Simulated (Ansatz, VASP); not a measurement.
# Ca: VASP beside Ansatz

The input INCAR:

```
SYSTEM = Ca
PREC     = Accurate       ! precision mode
ENCUT    = 520            ! plane-wave cutoff, eV
EDIFF    = 1E-6           ! SCF threshold, eV
ISMEAR   = -1             ! smearing method
SIGMA    = 0.08           ! smearing width, eV
LREAL    = .False.        ! projectors in reciprocal space
LASPH    = .True.         ! aspherical terms in the spheres
NELM     = 60             ! most SCF steps
ALGO     = Normal         ! electronic algorithm
ISIF     = 2              ! what is computed and relaxed
LWAVE    = .False.        ! write WAVECAR
LCHARG   = .False.        ! write CHGCAR
GGA      = PS             ! functional
NBANDS   = 17             ! bands
```

KPOINTS

```
Automatic mesh
0
Gamma
  11 11 6
  0 0 0
```

POSCAR

```
Ca
1.0
    3.5417495595      0.0000000000      0.0000000000
   -1.7708747797      3.0672450924      0.0000000000
    0.0000000000      0.0000000000      5.8580773078
Ca
2
Direct
    0.3333333333      0.6666666667      0.2500000000
    0.6666666667      0.3333333333      0.7500000000
```

Input for Ansatz:

```yaml
crystal:
  lattice:
    - [3.5417495595, 0.0, 0.0]
    - [-1.7708747797, 3.0672450924, 0.0]
    - [0.0, 0.0, 5.8580773078]
  atoms:
    - { symbol: Ca, position: [0.3333333333, 0.6666666667, 0.25] }
    - { symbol: Ca, position: [0.6666666667, 0.3333333333, 0.75] }
kpoints:
  mp_grid: { grid: [11, 11, 6] }
scf:
  occupations: { method: fermi_dirac, width: 0.08 }
hamiltonian:
  xc: pbesol
  pseudopotentials: { kind: all_electron, lapw: { basis_error: 0.001 } }
output:
  forces: true
  stress: true
  eigenvalues: true
  populations: true
```

Change from the starting cell: volume scaled by 0.78, LAPW.

Alike in both runs: task single point; functional PBEsol; k mesh 11 × 11 × 6; occupations fermi-dirac, width 0.08 eV; no spin polarisation.

|  | VASP | Ansatz |
| --- | --- | --- |
| version | VASP 6.6.1 | Ansatz 0.2.0 |
| potentials or method | VASP PAW PBE potentials, release 64 (Ca_sv), cutoff 520 eV | all-electron LAPW, scalar-relativistic |

VASP gave:

| Property | Result |
| --- | --- |
| pressure (GPa) | 6.5 |
| traceless stress, the component that is largest in VASP (GPa) | 0.08 |

Task: Which values does Ansatz return?

Result: Pressure (GPa): 6.5; traceless stress, the component that is largest in VASP (GPa): 0.09.

VASP's potentials were made for PBE, not for PBEsol. Ansatz ran all-electron here, and VASP with PAW potentials.
